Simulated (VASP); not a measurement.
Here is a VASP 6.6.1 calculation.

INCAR

```
SYSTEM = Pd
PREC     = Accurate       ! precision mode
ENCUT    = 520            ! plane-wave cutoff, eV
EDIFF    = 1E-6           ! SCF threshold, eV
ISMEAR   = 0              ! smearing method
SIGMA    = 0.1            ! smearing width, eV
LREAL    = .FALSE.        ! projectors in reciprocal space
LASPH    = .TRUE.         ! aspherical terms in the spheres
NELM     = 80             ! most SCF steps
ALGO     = Normal         ! electronic algorithm
ISIF     = 2              ! what is computed and relaxed
LWAVE    = .FALSE.        ! write WAVECAR
LCHARG   = .FALSE.        ! write CHGCAR
GGA      = PE             ! functional
NBANDS   = 22             ! bands
```

KPOINTS

```
Automatic mesh
0
G
  9 9 9
  0 0 0
```

POSCAR

```
Pd
1.0
    1.4626119918      0.8444394272      7.0687119811
   -1.4626119918      0.8444394272      7.0687119811
    0.0000000000     -1.6888788544      7.0687119811
Pd
3
Direct
    0.0000000000      0.0000000000      0.0000000000
    0.2222200000      0.2222200000      0.2222200000
    0.7777800000      0.7777800000      0.7777800000
```

Potentials or basis: VASP PAW PBE potentials, release 64 (Pd).

Launch:

```sh
$ cat potpaw_PBE.64/Pd/POTCAR > POTCAR
$ mpirun -np 1 vasp_std > vasp.out
```

Problem. Predict the band gap on the k mesh.

Solution. Zero (band 15 reaches 7.30 eV, above the bottom of band 16 at 6.43 eV).

Problem. What does it give for the pressure?

Solution. -15.1 GPa.

Problem. What does it give for the largest force?

Solution. 0.053 eV/Å.

Stress tensor (GPa, compression positive):
```
-15.59   0.00   0.00
  0.00 -15.59   0.00
  0.00   0.00 -14.14
```
